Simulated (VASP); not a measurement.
# MgCd2S3 (P3m1) in VASP: further runs

MgCd2S3 is run at these levels: PBE; tasks: single point.

Program: VASP 6.6.1. These are calculated values, not measurements. Logs are shortened: lines on timing, memory, paths and dates and some standing lists are left out, and cuts for length are marked.

**1. The cell of the first run**

Symmetry: P3m1, No. 156, trigonal system. The conventional cell has a = 4.001 Å, b = 4.001 Å, c = 9.799 Å, α = 90.00°, β = 90.00°, γ = 120.00°. Mg (site symmetry 3m) has 4 S at 2.45 Å within 3.2 Å. Cd (site symmetry 3m) has 4 S at 2.45 Å within 3.2 Å. Cd (site symmetry 3m) has 4 S at 2.45 Å within 3.2 Å. S (site symmetry 3m) has 4 Cd at 2.45 Å within 3.2 Å. Within 3.2 Å of S (site symmetry 3m) lie 3 Cd at 2.45 Å and 1 Mg at 2.45 Å. S (site symmetry 3m) has 3 Mg at 2.45 Å and 1 Cd at 2.45 Å within 3.2 Å.

**2. Single point, PBE**

INCAR reads:

```
SYSTEM = MgCd2S3
PREC = Accurate
ENCUT = 520
EDIFF = 1E-7
ISMEAR = 0
SIGMA = 0.1
LREAL = .False.
LASPH = .True.
NELM = 60
ALGO = Normal
ISIF = 2
LWAVE = .False.
LCHARG = .False.
GGA = PE
NBANDS = 31
```

KPOINTS reads:

```
Automatic mesh
0
Gamma
  6 6 2
  0 0 0
```

POSCAR reads:

```
MgCd2S3
1.0
    4.0005497800      0.0000000000      0.0000000000
   -2.0002748900      3.4645777400      0.0000000000
    0.0000000000      0.0000000000      9.7993056600
Mg Cd S
1 2 3
Direct
    0.6666666700      0.3333333300      0.3333333300
    0.0000000000      0.0000000000      0.0000000000
    0.3333333300      0.6666666700      0.6666666700
    0.3333333300      0.6666666700      0.9166666700
    0.6666666700      0.3333333300      0.5833333300
    0.0000000000      0.0000000000      0.2500000000
```

Potentials or basis: VASP PAW PBE potentials, release 64 (Mg, Cd, S).

Launch:

```
cat potpaw_PBE.64/Mg/POTCAR potpaw_PBE.64/Cd/POTCAR potpaw_PBE.64/S/POTCAR > POTCAR
mpirun -np 1 vasp_std > vasp.out
```

OUTCAR:

```text
SYSTEM = MgCd2S3
   PREC = Accurate
   ENCUT = 520
   EDIFF = 1E-7
   ISMEAR = 0
   LREAL = .False.
   LASPH = .True.
   NELM = 60
   ISIF = 2
   GGA = PE

 ion  position               nearest neighbor table
   1  0.667  0.333  0.333-   6 2.45   6 2.45   6 2.45   5 2.45
   2  0.000  0.000  0.000-   4 2.45   4 2.45   4 2.45   6 2.45
   3  0.333  0.667  0.667-   5 2.45   5 2.45   4 2.45   5 2.45
   4  0.333  0.667  0.917-   2 2.45   2 2.45   2 2.45   3 2.45
   5  0.667  0.333  0.583-   3 2.45   3 2.45   1 2.45   3 2.45
   6  0.000  0.000  0.250-   1 2.45   1 2.45   1 2.45   2 2.45

  LATTYP: Found a hexagonal cell.
 ALAT       =     4.0005497800
 C/A-ratio  =     2.4494897449

  Lattice vectors:

 A1 = (   4.0005497800,   0.0000000000,   0.0000000000)
 A2 = (  -2.0002748900,   3.4645777400,   0.0000000000)
 A3 = (   0.0000000000,   0.0000000000,   9.7993056600)

Analysis of symmetry for initial positions (statically):
=====================================================================
 Subroutine PRICEL returns:
 Original cell was already a primitive cell.

 Routine SETGRP: Setting up the symmetry group for a
 hexagonal supercell.

 Subroutine GETGRP returns: Found  6 space group operations
 (whereof  6 operations were pure point group operations)
 out of a pool of 24 trial point group operations.

The static configuration has the point symmetry C_3v.

Analysis of symmetry for dynamics (positions and initial velocities):
=====================================================================
 Subroutine PRICEL returns:
 Original cell was already a primitive cell.

 Routine SETGRP: Setting up the symmetry group for a
 hexagonal supercell.

 Subroutine GETGRP returns: Found  6 space group operations
 (whereof  6 operations were pure point group operations)
 out of a pool of 24 trial point group operations.

The dynamic configuration has the point symmetry C_3v.

 Subroutine INISYM returns: Found  6 space group operations
 (whereof  6 operations are pure point group operations),
 and found     1 'primitive' translations

----------------------------------------------------------------------------------------

                                     Primitive cell

  volume of cell :     135.8205

  direct lattice vectors                    reciprocal lattice vectors
     4.000549780  0.000000000  0.000000000     0.249965643  0.144317731  0.000000000
    -2.000274890  3.464577740  0.000000000     0.000000000  0.288635463  0.000000000
     0.000000000  0.000000000  9.799305660     0.000000000  0.000000000  0.102048047

  length of vectors
     4.000549780  4.000549781  9.799305660     0.288635463  0.288635463  0.102048047

  position of ions in fractional coordinates (direct lattice)
     0.666666670  0.333333330  0.333333330
     0.000000000  0.000000000  0.000000000
     0.333333330  0.666666670  0.666666670
     0.333333330  0.666666670  0.916666670
     0.666666670  0.333333330  0.583333330
     0.000000000  0.000000000  0.250000000

  ion indices of the primitive-cell ions
   primitive index   ion index
                 1           1
                 2           2
                 3           3
                 4           4
                 5           5
                 6           6

----------------------------------------------------------------------------------------

 KPOINTS: Automatic mesh

Automatic generation of k-mesh.
 Grid dimensions read from file:
 generate k-points for:    6    6    2

 Generating k-lattice:

  Cartesian coordinates                     Fractional coordinates (reciprocal lattice)
     0.041660941  0.024052955  0.000000000     0.166666667  0.000000000  0.000000000
     0.000000000  0.048105910  0.000000000     0.000000000  0.166666667  0.000000000
     0.000000000  0.000000000  0.051024023     0.000000000  0.000000000  0.500000000

  Length of vectors
     0.048105911  0.048105910  0.051024023

  Shift w.r.t. Gamma in fractional coordinates (k-lattice)
     0.000000000  0.000000000  0.000000000

 Subroutine IBZKPT returns following result:
 ===========================================

 Found     14 irreducible k-points:

 Following reciprocal coordinates:
            Coordinates               Weight
  0.000000  0.000000  0.000000      1.000000
  0.166667  0.000000  0.000000      6.000000
  0.333333  0.000000  0.000000      6.000000
  0.500000  0.000000  0.000000      3.000000
  0.166667  0.166667  0.000000      6.000000
  0.333333  0.166667  0.000000     12.000000
  0.333333  0.333333  0.000000      2.000000
  0.000000  0.000000  0.500000      1.000000
  0.166667  0.000000  0.500000      6.000000
  0.333333  0.000000  0.500000      6.000000
  0.500000  0.000000  0.500000      3.000000
  0.166667  0.166667  0.500000      6.000000
  0.333333  0.166667  0.500000     12.000000
  0.333333  0.333333  0.500000      2.000000
   k-points           NKPTS =     14   k-points in BZ     NKDIM =     14   number of bands    NBANDS=     31
   number of dos      NEDOS =    301   number of ions     NIONS =      6
   total plane-waves  NPLWV =  72000
   dimension x,y,z NGX =    30 NGY =   30 NGZ =   80
   dimension x,y,z NGXF=    60 NGYF=   60 NGZF=  160
   ions per type =               1   2   3
   NGX,Y,Z   is equivalent  to a cutoff of  12.47, 12.47, 13.57 a.u.
   NGXF,Y,Z  is equivalent  to a cutoff of  24.93, 24.93, 27.14 a.u.
 SYSTEM =  MgCd2S3
   PREC   = accura    normal or accurate (medium, high low for compatibility)
   ISTART =      0    job   : 0-new  1-cont  2-samecut
   ICHARG =      2    charge: 1-file 2-atom 10-const
   ISPIN  =      1    spin polarized calculation?
   LNONCOLLINEAR =      F non collinear calculations
   LSORBIT =      F    spin-orbit coupling
   LASPH  =      T    aspherical Exc in radial PAW
   ENCUT  =  520.0 eV  38.22 Ry    6.18 a.u.   7.44  7.44 18.22*2*pi/ulx,y,z
   NELM   =     60;   NELMIN=  2; NELMDL= -5     # of ELM steps
   EDIFF  = 0.1E-06   stopping-criterion for ELM
   LREAL  =      F    real-space projection
   EDIFFG = 0.1E-05   stopping-criterion for IOM
   NSW    =      0    number of steps for IOM
   IBRION =     -1    ionic relax: 0-MD 1-quasi-New 2-CG
   NFREE  =      0    steps in history (QN), initial steepest desc. (CG)
   ISIF   =      2    stress and relaxation
   ISYM   =      2    0-nonsym 1-usesym 2-fastsym
   POTIM  = 0.5000    time-step for ionic-motion
   TEBEG  =    0.0;   TEEND  =   0.0 temperature during run
   PSTRESS=    0.0 pullay stress
   NELECT =      44.0000    total number of electrons
   NUPDOWN=      -1.0000    fix difference up-down
   EMIN   =  10.00;   EMAX   =-10.00  energy-range for DOS
   EFERMI =   0.00;   METHOD = LEGACY
   ISMEAR =     0;   SIGMA  =   0.10  broadening in eV -4-tet -1-fermi 0-gaus
   EFERMI_NEDOS =   21; number of points for ismear=-14 and -15
   IALGO  =     38    algorithm
   IMIX   =      4    mixing-type and parameters
     AMIX     =   0.40;   BMIX     =  1.00
     AMIX_MAG =   1.60;   BMIX_MAG =  1.00
  volume/ion in A,a.u.               =      22.64       152.76
  Fermi-wavevector in a.u.,A,eV,Ry     =   1.124356  2.124725 17.200174  1.264177
  Thomas-Fermi vector in A             =   2.261028
   LORBIT       =      0    0 simple, 1 ext, 2 COOP (PROOUT), +10 PAW based schemes
   GGA     = PE    functional components
   LHFCALC =     F    Hartree Fock is set to
   AEXX    =    0.0000 exact exchange contribution
   IVDW    =     0    specifies the selected vdW correction
   LEPSILON=     F    determine dielectric tensor
   LRPA    =     F    only Hartree local field effects (RPA)
 non-spin polarized calculation
 Gauss-broadening in eV      SIGMA  =   0.10
  energy-cutoff  :      520.00
  volume of cell :      135.82
 maximum number of plane-waves:      3679
 NGX is ok and might be reduce to    30
   NGX = 15   NGY = 15   NGZ = 37

 number of electron      44.0000003 magnetization

 Free energy of the ion-electron system (eV)
  ---------------------------------------------------
  ext. energy  EPLUGINS =         0.00000000
  ---------------------------------------------------
  free energy    TOTEN  =       -20.34865223 eV

  energy without entropy =      -20.34865223  energy(sigma->0) =      -20.34865223

 E-fermi :   2.4324     XC(G=0):  -9.1901

 val. band max:        1.9660803768   @ k =   0.0000   0.0000   0.0000
 cond. band min:       3.7637133157   @ k =   0.0000   0.0000   0.0000
 fundamental gap:      1.7976329390
 Fermi energy:         2.4323893298

 k-point     1 :       0.0000    0.0000    0.0000
  band No.  band energies     occupation
      1     -10.7025      2.00000
      2     -10.3431      2.00000
      3      -9.9919      2.00000
      4      -5.9285      2.00000
      5      -5.9285      2.00000
      6      -5.8472      2.00000
[... 23 lines left out ...]
     30       9.1308      0.00000
     31       9.1308      0.00000

 k-point     2 :       0.1667    0.0000    0.0000
  band No.  band energies     occupation
      1     -10.5919      2.00000
      2     -10.2689      2.00000
      3      -9.9047      2.00000
      4      -5.8753      2.00000
      5      -5.8613      2.00000
      6      -5.8185      2.00000
[... 23 lines left out ...]
     30       9.1165      0.00000
     31       9.1422      0.00000

 k-point     3 :       0.3333    0.0000    0.0000
  band No.  band energies     occupation
      1     -10.3649      2.00000
      2     -10.1214      2.00000
      3      -9.7195      2.00000
      4      -5.7859      2.00000
      5      -5.7839      2.00000
      6      -5.6750      2.00000
[... 363 lines left out ...]
     30       9.5643      0.00000
     31       9.8391      0.00000

 k-point    14 :       0.3333    0.3333    0.5000
  band No.  band energies     occupation
      1     -10.2006      2.00000
      2     -10.0094      2.00000
      3      -9.5710      2.00000
      4      -5.7421      2.00000
      5      -5.6939      2.00000
      6      -5.6792      2.00000
[... 23 lines left out ...]
     30       9.2726      0.00000
     31       9.8026      0.00000

------------------------ aborting loop because EDIFF is reached ----------------------------------------

  FORCE on cell =-STRESS in cart. coord.  units (eV):
  Direction    XX          YY          ZZ          XY          YZ          ZX
  --------------------------------------------------------------------------------------
  -------------------------------------------------------------------------------------
  Total        6.3930229      6.3930229      6.2595593      0.0000000      0.0000000      0.0000000
  in kB       75.4139253     75.4139253     73.8395510      0.0000000      0.0000000      0.0000000
  external PRESSURE =      74.8891339 kB  Pullay stress =       0.0000000 kB

 VOLUME and BASIS-vectors are now :
 -----------------------------------------------------------------------------
  energy-cutoff  :      520.00
  volume of cell :      135.82
      direct lattice vectors                 reciprocal lattice vectors
     4.000549780  0.000000000  0.000000000     0.249965643  0.144317731  0.000000000
    -2.000274890  3.464577740  0.000000000     0.000000000  0.288635463  0.000000000
     0.000000000  0.000000000  9.799305660     0.000000000  0.000000000  0.102048047

 POSITION                                       TOTAL-FORCE (eV/Angst)
 -----------------------------------------------------------------------------------
      2.00027      1.15486      3.26644        -0.000000     -0.000000     -0.023951
      0.00000      0.00000      0.00000        -0.000000     -0.000000      0.027830
     -0.00000      2.30972      6.53287         0.000000     -0.000000     -0.017621
     -0.00000      2.30972      8.98270         0.000000     -0.000000     -0.029264
      2.00027      1.15486      5.71626        -0.000000      0.000000     -0.815805
      0.00000      0.00000      2.44983        -0.000000     -0.000000      0.858812
 -----------------------------------------------------------------------------------
    total drift:                                0.000007     -0.000005      0.000232

  FREE ENERGIE OF THE ION-ELECTRON SYSTEM (eV)
  ---------------------------------------------------
  free  energy   TOTEN  =       -20.3486522319 eV

  energy  without entropy=      -20.3486522319  energy(sigma->0) =      -20.34865223
```

Wall time 1.8 min (1 thread of Intel Xeon 8259CL, shared host); peak memory 0.28 GiB.

What came out:

| Quantity | Value |
| --- | --- |
| Free energy | -20.3487 eV |
| Pressure | 7.5 GPa |
| Largest force | 0.859 eV/Å |
| Band gap on the k mesh | 1.80 eV |

Forces on the atoms (eV/Å):
```
Mg   0.000  0.000 -0.024
Cd   0.000  0.000  0.028
Cd   0.000  0.000 -0.018
S    0.000  0.000 -0.029
S    0.000  0.000 -0.816
S    0.000  0.000  0.859
```

Levels at points of the mesh, in eV from the valence-band top:
| k point | band 20 | band 21 | band 22 | band 23 | band 24 | band 25 |
| --- | --- | --- | --- | --- | --- | --- |
| (0.00, 0.00, 0.00) | -0.15 | 0.00 | 0.00 | 1.80 | 3.33 | 4.04 |
| (0.50, 0.00, 0.00) | -1.48 | -1.32 | -1.04 | 3.36 | 4.28 | 4.40 |
| (0.00, 0.00, 0.50) | -0.43 | -0.05 | -0.05 | 2.70 | 2.98 | 3.93 |
| (0.50, 0.00, 0.50) | -1.64 | -0.87 | -0.85 | 3.53 | 3.93 | 4.15 |

Caveat: the cell stands under pressure.

[end of part 1 of 2]
